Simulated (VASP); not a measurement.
# Pb (Fm-3m) in VASP: a series of runs

The runs below take Pb through single point, with LDA.

All numbers are computed with VASP 6.6.1; they aren't measurements. Logs are shortened: lines on timing, memory, paths and dates and some standing lists are left out, and cuts for length are marked.

**1. The cell of the first run**

Symmetry: Fm-3m, No. 225, cubic system. Conventional cell: a = 4.883 Å, b = 4.883 Å, c = 4.883 Å, α = 90.00°, β = 90.00°, γ = 90.00°. Within 4.5 Å of Pb (site symmetry m-3m) lie 12 Pb at 3.45 Å.

**2. Single point, LDA, non-collinear spin, zero start, spin-orbit coupling**

File INCAR:

```
SYSTEM = Pb
PREC = Accurate
ENCUT = 520
EDIFF = 1E-6
ISMEAR = -1
SIGMA = 0.05
LREAL = .FALSE.
LASPH = .TRUE.
NELM = 150
ALGO = Normal
ISIF = 2
LWAVE = .FALSE.
LCHARG = .FALSE.
MAGMOM = 0 0 0
LORBIT = 11
LSORBIT = .TRUE.
GGA_COMPAT = .FALSE.
LORBMOM = .TRUE.
NBANDS = 25
```

File KPOINTS:

```
regular mesh
0
G
  9 9 9
  0 0 0
```

File POSCAR:

```
Pb
1.0
    0.0000000000      2.4415696833      2.4415696833
    2.4415696833      0.0000000000      2.4415696833
    2.4415696833      2.4415696833      0.0000000000
Pb
1
Direct
    0.0000000000      0.0000000000      0.0000000000
```

Potentials or basis: VASP PAW LDA potentials, release 64 (Pb_d).

Started as:

```sh
> cat potpaw_LDA.64/Pb_d/POTCAR > POTCAR
> mpirun -np 1 vasp_ncl > vasp.out
```

OUTCAR:

```text
SYSTEM = Pb
   PREC = Accurate
   ENCUT = 520
   EDIFF = 1E-6
   ISMEAR = -1
   LREAL = .FALSE.
   LASPH = .TRUE.
   NELM = 150
   ISIF = 2
   LORBIT = 11
   LSORBIT = .TRUE.

 ion  position               nearest neighbor table
   1  0.000  0.000  0.000-

  LATTYP: Found a face centered cubic cell.
 ALAT       =     4.8831393666

  Lattice vectors:

 A1 = (   0.0000000000,   2.4415696833,   2.4415696833)
 A2 = (   2.4415696833,   0.0000000000,   2.4415696833)
 A3 = (   2.4415696833,   2.4415696833,   0.0000000000)

Analysis of symmetry for initial positions (statically):
=====================================================================
 Subroutine PRICEL returns:
 Original cell was already a primitive cell.

 Routine SETGRP: Setting up the symmetry group for a
 face centered cubic supercell.

 Subroutine GETGRP returns: Found 48 space group operations
 (whereof 48 operations were pure point group operations)
 out of a pool of 48 trial point group operations.

The static configuration has the point symmetry O_h .

Analysis of symmetry for dynamics (positions and initial velocities):
=====================================================================
 Subroutine PRICEL returns:
 Original cell was already a primitive cell.

 Routine SETGRP: Setting up the symmetry group for a
 face centered cubic supercell.

 Subroutine GETGRP returns: Found 48 space group operations
 (whereof 48 operations were pure point group operations)
 out of a pool of 48 trial point group operations.

The dynamic configuration has the point symmetry O_h .

Analysis of structural, dynamic, and magnetic symmetry:
=====================================================================
 Subroutine PRICEL returns:
 Original cell was already a primitive cell.

 Routine SETGRP: Setting up the symmetry group for a
 face centered cubic supercell.

 Subroutine GETGRP returns: Found 48 space group operations
 (whereof 48 operations were pure point group operations)
 out of a pool of 48 trial point group operations.

The overall configuration has the point symmetry O_h .

 Subroutine INISYM returns: Found 48 space group operations
 (whereof 48 operations are pure point group operations),
 and found     1 'primitive' translations

----------------------------------------------------------------------------------------

                                     Primitive cell
[... 139 lines left out ...]

 E-fermi :   7.2908     XC(G=0): -10.6381

 val. band max:        7.2294177325   @ k =   0.3333   0.3333   0.0000
 cond. band min:       7.3365198462   @ k =  -0.2222   0.3333   0.1111
 fundamental gap:      0.1071021137
 Fermi energy:         7.2907986735

 k-point     1 :       0.0000    0.0000    0.0000
  band No.  band energies     occupation
      1     -10.9689      1.00000
      2     -10.9689      1.00000
      3     -10.9689      1.00000
      4     -10.9689      1.00000
      5      -8.4939      1.00000
      6      -8.4939      1.00000
[... 661 lines left out ...]
     24      25.9440      0.00000
     25      27.1126      0.00000

 [... further k-points ...]
[... 5 lines left out ...]
  --------------------------------------------------------------------------------------
  -------------------------------------------------------------------------------------
  Total       -0.0424437     -0.0424437     -0.0424437      0.0000000     -0.0000000      0.0000000
  in kB       -2.3360750     -2.3360750     -2.3360750      0.0000000     -0.0000000      0.0000000
  external PRESSURE =      -2.3360750 kB  Pullay stress =       0.0000000 kB

 VOLUME and BASIS-vectors are now :
 -----------------------------------------------------------------------------
  energy-cutoff  :      520.00
  volume of cell :       29.11
      direct lattice vectors                 reciprocal lattice vectors
     0.000000000  2.441569683  2.441569683    -0.204786291  0.204786291  0.204786291
     2.441569683  0.000000000  2.441569683     0.204786291 -0.204786291  0.204786291
     2.441569683  2.441569683  0.000000000     0.204786291  0.204786291 -0.204786291

 POSITION                                       TOTAL-FORCE (eV/Angst)
 -----------------------------------------------------------------------------------
      0.00000      0.00000      0.00000        -0.000000     -0.000000      0.000000
 -----------------------------------------------------------------------------------
    total drift:                               -0.000000     -0.000000     -0.000000

  FREE ENERGIE OF THE ION-ELECTRON SYSTEM (eV)
  ---------------------------------------------------
  free  energy   TOTEN  =        -4.8237432556 eV

  energy  without entropy=       -4.8209196813  energy(sigma->0) =       -4.82233147

 orbital moment (x)

 # of ion     p       d       tot
 ----------------------------------------
  1         0.000  -0.000  -0.000
 ----------------------------------------
            0.000  -0.000  -0.000

 orbital moment (y)

 # of ion     p       d       tot
 ----------------------------------------
  1         0.000  -0.000  -0.000
 ----------------------------------------
            0.000  -0.000  -0.000

 orbital moment (z)

 # of ion     p       d       tot
 ----------------------------------------
  1        -0.000   0.000  -0.000
 ----------------------------------------
           -0.000   0.000  -0.000

 Spin-Orbit-Coupling matrix elements

 Ion:    1  E_soc:     -1.1583343
 l=   1
     0.0000000    -0.1241058    -0.1241058
    -0.1241058     0.0000000    -0.1241058
    -0.1241058    -0.1241058     0.0000000
 l=   2
     0.0000000    -0.0138923     0.0000000    -0.0138923    -0.0550576
    -0.0138923     0.0000000    -0.0412932    -0.0138923    -0.0137644
     0.0000000    -0.0412932     0.0000000    -0.0412932     0.0000000
    -0.0138923    -0.0138923    -0.0412932     0.0000000    -0.0137644
    -0.0550576    -0.0137644     0.0000000    -0.0137644     0.0000000
 l=   3
     0.0000000     0.0000000     0.0000000     0.0000000     0.0000000     0.0000000     0.0000000
     0.0000000     0.0000000     0.0000000     0.0000000     0.0000000     0.0000000     0.0000000
     0.0000000     0.0000000     0.0000000     0.0000000     0.0000000     0.0000000     0.0000000
     0.0000000     0.0000000     0.0000000     0.0000000     0.0000000     0.0000000     0.0000000
     0.0000000     0.0000000     0.0000000     0.0000000     0.0000000     0.0000000     0.0000000
     0.0000000     0.0000000     0.0000000     0.0000000     0.0000000     0.0000000     0.0000000
     0.0000000     0.0000000     0.0000000     0.0000000     0.0000000     0.0000000     0.0000000

 total charge

# of ion       s       p       d       tot
------------------------------------------
    1        1.398   0.786   9.809  11.993

 magnetization (x)

# of ion       s       p       d       tot
------------------------------------------
    1        0.000   0.000  -0.000   0.000

 magnetization (y)

# of ion       s       p       d       tot
------------------------------------------
    1       -0.000  -0.000   0.000  -0.000

 magnetization (z)

# of ion       s       p       d       tot
------------------------------------------
    1       -0.000  -0.000   0.000   0.000
```

OSZICAR:

```text
N       E                     dE             d eps       ncg     rms          rms(c)
DAV:   1     0.152198188970E+03    0.15220E+03   -0.66967E+03  1750   0.137E+03
DAV:   2     0.751050397402E+01   -0.14469E+03   -0.13909E+03  1783   0.374E+02
DAV:   3    -0.440561137869E+01   -0.11916E+02   -0.11776E+02  2178   0.129E+02
DAV:   4    -0.481410933634E+01   -0.40850E+00   -0.40802E+00  2185   0.248E+01
DAV:   5    -0.483613024606E+01   -0.22021E-01   -0.22020E-01  2711   0.538E+00    0.590E-01
DAV:   6    -0.482696171544E+01    0.91685E-02   -0.13333E-02  2467   0.203E+00    0.272E-01
DAV:   7    -0.482405994339E+01    0.29018E-02   -0.37932E-03  2581   0.102E+00    0.201E-01
DAV:   8    -0.482386889589E+01    0.19105E-03   -0.15052E-04  2211   0.149E-01    0.346E-02
DAV:   9    -0.482374361559E+01    0.12528E-03   -0.59269E-05  2294   0.148E-01    0.369E-03
DAV:  10    -0.482374325556E+01    0.36003E-06   -0.10783E-06  1858   0.154E-02
   1 F= -.48237433E+01 E0= -.48223315E+01  d E =-.282357E-02  mag=    -0.0000     0.0000    -0.0000
```

stdout:

```text
POSCAR found type information on POSCAR Pb
 POSCAR found :  1 types and       1 ions
 scaLAPACK will be used
 LDA part: xc-table for (Slater(with rela. corr.)+CA(PZ))
 , standard interpolation
 POSCAR, INCAR and KPOINTS ok, starting setup
 FFT: planning ... GRIDC
 FFT: planning ... GRID_SOFT
 FFT: planning ... GRID
 WAVECAR not read
 entering main loop
```

Run time: 20 s. Hardware: 1 thread of AMD EPYC 9R45 (Zen 5), shared host; peak memory 0.18 GiB.

What came out:

```yaml
Free_energy: -4.8237 eV
Pressure: -0.2 GPa
Net_moment: 0.00 μB per cell
Valence_electrons_inside_the_program's_atomic_spheres: Pb 11.99
```

Moments on the atoms (μB; x, y, z):
```
Pb  0.00 0.00 0.00
```

**3. Single point, LDA, non-collinear spin, zero start, spin-orbit coupling**

This run uses another cell than the first one, of 29.72 Å³/atom.

File INCAR:

```
SYSTEM = Pb
PREC     = Accurate       ! precision mode
ENCUT    = 520            ! plane-wave cutoff, eV
EDIFF    = 1E-6           ! SCF threshold, eV
ISMEAR   = -1             ! smearing method
SIGMA    = 0.05           ! smearing width, eV
LREAL    = .FALSE.        ! projectors in reciprocal space
LASPH    = .TRUE.         ! aspherical terms in the spheres
NELM     = 150            ! most SCF steps
ALGO     = Fast           ! electronic algorithm
ISIF     = 2              ! what is computed and relaxed
LWAVE    = .FALSE.        ! write WAVECAR
LCHARG   = .FALSE.        ! write CHGCAR
LNONCOLLINEAR= .TRUE.         ! non-collinear magnetism
MAGMOM   = 0 0 0          ! initial moments
LORBIT   = 11             ! projections on sites
LSORBIT  = .TRUE.         ! spin-orbit coupling
GGA_COMPAT= .FALSE.      
LORBMOM  = .TRUE.       
NBANDS   = 25             ! bands
```

File KPOINTS:

```
Automatic mesh
0
G
  9 9 9
  0 0 0
```

File POSCAR:

```
Pb
1.0
    0.0000000000      2.4584086270      2.4584086270
    2.4584086270      0.0000000000      2.4584086270
    2.4584086270      2.4584086270      0.0000000000
Pb
1
Direct
    0.0000000000      0.0000000000      0.0000000000
```

Potentials or basis: VASP PAW LDA potentials, release 64 (Pb_d).

Started as:

```sh
> cat potpaw_LDA.64/Pb_d/POTCAR > POTCAR
> mpirun -np 1 vasp_ncl > vasp.out
```

It took 28 s on 1 thread of AMD EPYC 9R45 (Zen 5), shared host; peak memory 0.19 GiB.

Results (log left out):

```yaml
Free_energy: -4.8217 eV
Pressure: -1.1 GPa
Net_moment: 0.00 μB per cell
Valence_electrons_inside_the_program's_atomic_spheres: Pb 11.98
```

Moments on the atoms (μB; x, y, z):
```
Pb  0.00 0.00 0.00
```
